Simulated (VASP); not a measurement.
# Ir3Rh (Pm-3m) in VASP: single point with LDA

Aim: the single point of Ir3Rh with LDA.

Everything below comes from runs of VASP 6.6.1. Logs are shortened: lines on timing, memory, paths and dates and some standing lists are left out, and cuts for length are marked.

**1. The cell of the first run**

The structure is cubic, space group Pm-3m (No. 221). Conventional cell: a = 3.797 Å, b = 3.797 Å, c = 3.797 Å, α = 90.00°, β = 90.00°, γ = 90.00°. Ir (site symmetry 4/mmm) has 8 Ir at 2.69 Å and 4 Rh at 2.69 Å within 3.5 Å. Within 3.5 Å of Rh (site symmetry m-3m) lie 12 Ir at 2.69 Å.

**2. Single point, LDA**

INCAR

```
SYSTEM = Ir3Rh
ALGO = Normal ; EDIFF = 1E-6
ENCUT = 620 ; GGA = CA
GGA_COMPAT = .FALSE. ; ISIF = 2
ISMEAR = -1 ; LASPH = .TRUE.
LCHARG = .TRUE. ; LELF = .TRUE.
LREAL = .FALSE. ; LVHAR = .TRUE.
LWAVE = .FALSE. ; NBANDS = 42
NELM = 120 ; PREC = Accurate
SIGMA = 0.1
```

KPOINTS

```
k-points
0
G
  11 11 11
  0 0 0
```

POSCAR

```
Ir3Rh
1.0
    3.7974257919      0.0000000000      0.0000000000
    0.0000000000      3.7974257919      0.0000000000
    0.0000000000      0.0000000000      3.7974257919
Ir Rh
3 1
Direct
    0.5000000000      0.0000000000      0.5000000000
    0.0000000000      0.5000000000      0.5000000000
    0.5000000000      0.5000000000      0.0000000000
    0.0000000000      0.0000000000      0.0000000000
```

Potentials or basis: VASP PAW LDA potentials, release 64 (Ir_sv_GW, Rh_sv_GW).

Launch:

```
cat potpaw_LDA.64/Ir_sv_GW/POTCAR potpaw_LDA.64/Rh_sv_GW/POTCAR > POTCAR
mpirun -np 1 vasp_std > vasp.out
```

OUTCAR:

```text
SYSTEM = Ir3Rh
   EDIFF = 1E-6
   ENCUT = 620
   GGA = CA
   ISIF = 2
   ISMEAR = -1
   LASPH = .TRUE.
   LREAL = .FALSE.
   NELM = 120
   PREC = Accurate

 ion  position               nearest neighbor table
   1  0.500  0.000  0.500-   2 2.69   3 2.69   4 2.69   3 2.69   4 2.69   2 2.69   3 2.69   3 2.69
                             2 2.69   4 2.69   4 2.69   2 2.69
   2  0.000  0.500  0.500-   1 2.69   3 2.69   4 2.69   3 2.69   4 2.69   1 2.69   4 2.69   4 2.69
                             1 2.69   3 2.69   3 2.69   1 2.69
   3  0.500  0.500  0.000-   1 2.69   2 2.69   4 2.69   1 2.69   2 2.69   1 2.69   4 2.69   1 2.69
                             2 2.69   4 2.69   2 2.69   4 2.69
   4  0.000  0.000  0.000-   1 2.69   2 2.69   3 2.69   1 2.69   2 2.69   2 2.69   3 2.69   2 2.69
                             1 2.69   3 2.69   1 2.69   3 2.69

  LATTYP: Found a simple cubic cell.
 ALAT       =     3.7974257919

  Lattice vectors:

 A1 = (   3.7974257919,   0.0000000000,   0.0000000000)
 A2 = (   0.0000000000,   3.7974257919,   0.0000000000)
 A3 = (   0.0000000000,   0.0000000000,   3.7974257919)

Analysis of symmetry for initial positions (statically):
=====================================================================
 Subroutine PRICEL returns:
 Original cell was already a primitive cell.

 Routine SETGRP: Setting up the symmetry group for a
 simple cubic supercell.

 Subroutine GETGRP returns: Found 48 space group operations
 (whereof 48 operations were pure point group operations)
 out of a pool of 48 trial point group operations.

The static configuration has the point symmetry O_h .

Analysis of symmetry for dynamics (positions and initial velocities):
=====================================================================
 Subroutine PRICEL returns:
 Original cell was already a primitive cell.

 Routine SETGRP: Setting up the symmetry group for a
 simple cubic supercell.

 Subroutine GETGRP returns: Found 48 space group operations
 (whereof 48 operations were pure point group operations)
 out of a pool of 48 trial point group operations.

The dynamic configuration has the point symmetry O_h .

 Subroutine INISYM returns: Found 48 space group operations
 (whereof 48 operations are pure point group operations),
 and found     1 'primitive' translations

----------------------------------------------------------------------------------------

                                     Primitive cell

  volume of cell :      54.7606

  direct lattice vectors                    reciprocal lattice vectors
     3.797425792  0.000000000  0.000000000     0.263336285  0.000000000  0.000000000
     0.000000000  3.797425792  0.000000000     0.000000000  0.263336285  0.000000000
     0.000000000  0.000000000  3.797425792     0.000000000  0.000000000  0.263336285

  length of vectors
     3.797425792  3.797425792  3.797425792     0.263336285  0.263336285  0.263336285

  position of ions in fractional coordinates (direct lattice)
     0.500000000  0.000000000  0.500000000
     0.000000000  0.500000000  0.500000000
     0.500000000  0.500000000  0.000000000
     0.000000000  0.000000000  0.000000000

  ion indices of the primitive-cell ions
   primitive index   ion index
                 1           1
                 2           2
                 3           3
                 4           4

----------------------------------------------------------------------------------------

 KPOINTS: k-points

Automatic generation of k-mesh.
 Grid dimensions read from file:
 generate k-points for:   11   11   11

 Generating k-lattice:

  Cartesian coordinates                     Fractional coordinates (reciprocal lattice)
     0.023939662  0.000000000  0.000000000     0.090909091  0.000000000  0.000000000
     0.000000000  0.023939662  0.000000000     0.000000000  0.090909091  0.000000000
     0.000000000  0.000000000  0.023939662     0.000000000  0.000000000  0.090909091

  Length of vectors
     0.023939662  0.023939662  0.023939662

  Shift w.r.t. Gamma in fractional coordinates (k-lattice)
     0.000000000  0.000000000  0.000000000

 Subroutine IBZKPT returns following result:
 ===========================================

 Found     56 irreducible k-points:

 Following reciprocal coordinates:
            Coordinates               Weight
  0.000000  0.000000  0.000000      1.000000
  0.090909  0.000000  0.000000      6.000000
  0.181818  0.000000  0.000000      6.000000
  0.272727  0.000000  0.000000      6.000000
  0.363636  0.000000  0.000000      6.000000
  0.454545  0.000000  0.000000      6.000000
[... 16 lines left out ...]
  0.181818  0.090909  0.090909     24.000000
  0.272727  0.090909  0.090909     24.000000
 [... further k-points ...]
   k-points           NKPTS =     56   k-points in BZ     NKDIM =     56   number of bands    NBANDS=     42
   number of dos      NEDOS =    301   number of ions     NIONS =      4
   total plane-waves  NPLWV =  32768
   dimension x,y,z NGX =    32 NGY =   32 NGZ =   32
   dimension x,y,z NGXF=    64 NGYF=   64 NGZF=   64
   ions per type =               3   1
   NGX,Y,Z   is equivalent  to a cutoff of  14.01, 14.01, 14.01 a.u.
   NGXF,Y,Z  is equivalent  to a cutoff of  28.02, 28.02, 28.02 a.u.
 SYSTEM =  Ir3Rh
   PREC   = accura    normal or accurate (medium, high low for compatibility)
   ISTART =      0    job   : 0-new  1-cont  2-samecut
   ICHARG =      2    charge: 1-file 2-atom 10-const
   ISPIN  =      1    spin polarized calculation?
   LNONCOLLINEAR =      F non collinear calculations
   LSORBIT =      F    spin-orbit coupling
   LASPH  =      T    aspherical Exc in radial PAW
   ENCUT  =  620.0 eV  45.57 Ry    6.75 a.u.   7.71  7.71  7.71*2*pi/ulx,y,z
   NELM   =    120;   NELMIN=  2; NELMDL= -5     # of ELM steps
   EDIFF  = 0.1E-05   stopping-criterion for ELM
   LREAL  =      F    real-space projection
   EDIFFG = 0.1E-04   stopping-criterion for IOM
   NSW    =      0    number of steps for IOM
   IBRION =     -1    ionic relax: 0-MD 1-quasi-New 2-CG
   NFREE  =      0    steps in history (QN), initial steepest desc. (CG)
   ISIF   =      2    stress and relaxation
   ISYM   =      2    0-nonsym 1-usesym 2-fastsym
   POTIM  = 0.5000    time-step for ionic-motion
   TEBEG  =    0.0;   TEEND  =   0.0 temperature during run
   PSTRESS=    0.0 pullay stress
   NELECT =      68.0000    total number of electrons
   NUPDOWN=      -1.0000    fix difference up-down
   EMIN   =  10.00;   EMAX   =-10.00  energy-range for DOS
   EFERMI =   0.00;   METHOD = LEGACY
   ISMEAR =    -1;   SIGMA  =   0.10  broadening in eV -4-tet -1-fermi 0-gaus
   EFERMI_NEDOS =   21; number of points for ismear=-14 and -15
   IALGO  =     38    algorithm
   IMIX   =      4    mixing-type and parameters
     AMIX     =   0.40;   BMIX     =  1.00
     AMIX_MAG =   1.60;   BMIX_MAG =  1.00
  volume/ion in A,a.u.               =      13.69        92.39
  Fermi-wavevector in a.u.,A,eV,Ry     =   1.759632  3.325222 42.127782  3.096305
  Thomas-Fermi vector in A             =   2.828556
   LORBIT       =      0    0 simple, 1 ext, 2 COOP (PROOUT), +10 PAW based schemes
   GGA     = CA    functional components
   LHFCALC =     F    Hartree Fock is set to
   AEXX    =    0.0000 exact exchange contribution
   IVDW    =     0    specifies the selected vdW correction
   LEPSILON=     F    determine dielectric tensor
   LRPA    =     F    only Hartree local field effects (RPA)
 non-spin polarized calculation
  energy-cutoff  :      620.00
  volume of cell :       54.76
 maximum number of plane-waves:      1940
 NGX is ok and might be reduce to    32
   NGX = 15   NGY = 15   NGZ = 15

 number of electron      68.0000000 magnetization

 Free energy of the ion-electron system (eV)
  ---------------------------------------------------
  ext. energy  EPLUGINS =         0.00000000
  ---------------------------------------------------
  free energy    TOTEN  =       -40.66275505 eV

  energy without entropy =      -40.52390654  energy(sigma->0) =      -40.59333080

 E-fermi :  12.6152     XC(G=0): -14.8639

 val. band max:       12.6089149891   @ k =   0.2727   0.1818   0.0000
 cond. band min:      12.6238899034   @ k =   0.2727   0.0909   0.0000
 fundamental gap:      0.0149749143
 Fermi energy:        12.6152087394

 k-point     1 :       0.0000    0.0000    0.0000
  band No.  band energies     occupation
      1     -79.8537      2.00000
      2     -79.7741      2.00000
      3     -79.7741      2.00000
      4     -66.1400      2.00000
      5     -37.2060      2.00000
      6     -37.2060      2.00000
[... 34 lines left out ...]
     41      23.4814      0.00000
     42      24.1882      0.00000

 k-point     2 :       0.0909    0.0000    0.0000
  band No.  band energies     occupation
      1     -79.8516      2.00000
      2     -79.7755      2.00000
      3     -79.7740      2.00000
      4     -66.1399      2.00000
      5     -37.1985      2.00000
      6     -37.1985      2.00000
[... 34 lines left out ...]
     41      23.0571      0.00000
     42      23.4509      0.00000

 k-point     3 :       0.1818    0.0000    0.0000
  band No.  band energies     occupation
      1     -79.8476      2.00000
      2     -79.7795      2.00000
      3     -79.7741      2.00000
      4     -66.1400      2.00000
      5     -37.1773      2.00000
      6     -37.1773      2.00000
[... 34 lines left out ...]
     41      22.4100      0.00000
     42      22.9761      0.00000

 k-point     4 :       0.2727    0.0000    0.0000
  band No.  band energies     occupation
      1     -79.8413      2.00000
      2     -79.7861      2.00000
      3     -79.7744      2.00000
      4     -66.1400      2.00000
      5     -37.1459      2.00000
      6     -37.1459      2.00000
[... 844 lines left out ...]
     41      23.0051      0.00000
     42      23.0259      0.00000

 k-point    23 :       0.1818    0.0909    0.0909
  band No.  band energies     occupation
      1     -79.8450      2.00000
      2     -79.7801      2.00000
      3     -79.7763      2.00000
      4     -66.1400      2.00000
      5     -37.1992      2.00000
      6     -37.1465      2.00000
[... 34 lines left out ...]
     41      22.1865      0.00000
     42      22.6281      0.00000

 k-point    24 :       0.2727    0.0909    0.0909
  band No.  band energies     occupation
      1     -79.8388      2.00000
      2     -79.7861      2.00000
      3     -79.7763      2.00000
      4     -66.1400      2.00000
      5     -37.1766      2.00000
      6     -37.1158      2.00000
[... 34 lines left out ...]
     41      21.5617      0.00000
     42      22.0207      0.00000

 [... further k-points ...]

------------------------ aborting loop because EDIFF is reached ----------------------------------------

  FORCE on cell =-STRESS in cart. coord.  units (eV):
  Direction    XX          YY          ZZ          XY          YZ          ZX
  --------------------------------------------------------------------------------------
  -------------------------------------------------------------------------------------
  Total        0.2271158      0.2271158      0.2271158     -0.0000000     -0.0000000     -0.0000000
  in kB        6.6449234      6.6449234      6.6449234     -0.0000000     -0.0000000     -0.0000000
  external PRESSURE =       6.6449234 kB  Pullay stress =       0.0000000 kB

 VOLUME and BASIS-vectors are now :
 -----------------------------------------------------------------------------
  energy-cutoff  :      620.00
  volume of cell :       54.76
      direct lattice vectors                 reciprocal lattice vectors
     3.797425792  0.000000000  0.000000000     0.263336285  0.000000000  0.000000000
     0.000000000  3.797425792  0.000000000     0.000000000  0.263336285  0.000000000
     0.000000000  0.000000000  3.797425792     0.000000000  0.000000000  0.263336285

 POSITION                                       TOTAL-FORCE (eV/Angst)
 -----------------------------------------------------------------------------------
      1.89871      0.00000      1.89871         0.000000      0.000000      0.000000
      0.00000      1.89871      1.89871         0.000000      0.000000      0.000000
      1.89871      1.89871      0.00000         0.000000      0.000000      0.000000
      0.00000      0.00000      0.00000         0.000000      0.000000      0.000000
 -----------------------------------------------------------------------------------
    total drift:                                0.000000     -0.000000     -0.000000

  FREE ENERGIE OF THE ION-ELECTRON SYSTEM (eV)
  ---------------------------------------------------
  free  energy   TOTEN  =       -40.6627550471 eV

  energy  without entropy=      -40.5239065442  energy(sigma->0) =      -40.59333080
```

It took 94 s on 1 thread of Intel Xeon Platinum 8488C (Sapphire Rapids), shared host; peak memory 0.28 GiB.

What came out:

- Free energy: -40.6628 eV
- Pressure: 0.7 GPa
- Band gap on the k mesh: zero (bands 34 and 35 overlap by 2.30 eV)

Caveat: spin-orbit coupling is left out, which moves the levels of the heavy elements.
